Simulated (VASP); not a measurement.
# PtSe2: single point with PBE+D3(BJ)

Crystal: PtSe2.

```
CELL_PARAMETERS angstrom
3.82315 0.00000 0.00000
-1.91157 3.31094 0.00000
0.00000 0.00000 4.69253
ATOMIC_POSITIONS crystal
Pt 0.00000 0.00000 0.00000
Se 0.33333 0.66667 0.20268
Se 0.66667 0.33333 0.79732
```

This cell differs from its parent crystal: c/a of the conventional cell at fixed volume 1.2274.

```yaml
Program: VASP 6.6.1
Task: single point
Functional: PBE
Dispersion: D3(BJ)
Potentials_or_basis: VASP PAW PBE potentials, release 64 (Pt, Se)
Cutoff: 520 eV
k_mesh: 12 × 12 × 8
Occupations: gaussian, width 0.15 eV
Spin: no spin polarisation
```

- Pressure: 20.3 GPa
- Largest force: 3.748 eV/Å
- Band gap on the k mesh: 0.05 eV, indirect (least direct gap 0.23 eV)
- Dispersion energy per atom: -0.484 eV

Forces in eV/Å, atoms in the order of the input:
```
Pt   0.000  0.000  0.000
Se   0.000  0.000  3.748
Se   0.000  0.000 -3.748
```

Stress tensor (GPa, compression positive):
```
22.40  0.00  0.00
 0.00 22.40  0.00
 0.00  0.00 16.23
```

Levels at points of the mesh, in eV from the valence-band top:
```
           k point  band 8  band 9  band 10  band 11  band 12  band 13  band 14  band 15
(0.00, 0.00, 0.00)   -1.96   -1.62    -1.62    -0.73     1.89     1.89     4.22     4.29
(0.50, 0.00, 0.00)   -4.42   -4.39    -2.72    -2.68     0.99     2.95     4.17     6.21
(0.00, 0.00, 0.50)   -3.02   -1.82    -1.82    -1.30     2.44     2.44     5.37     5.82
(0.50, 0.00, 0.50)   -4.46   -4.03    -2.98    -0.92     1.10     1.88     5.07     5.50
```

Wall time 44 s on 1 thread of Intel(R) Xeon(R) 6975P-C (Granite Rapids), on a shared host, peak memory 0.28 GiB.

Caveat: spin-orbit coupling is left out, which moves the levels of the heavy elements; forces of over 1 eV/Å act on the atoms, so gaps and moduli don't describe the material at rest. A k mesh can miss the band edges.
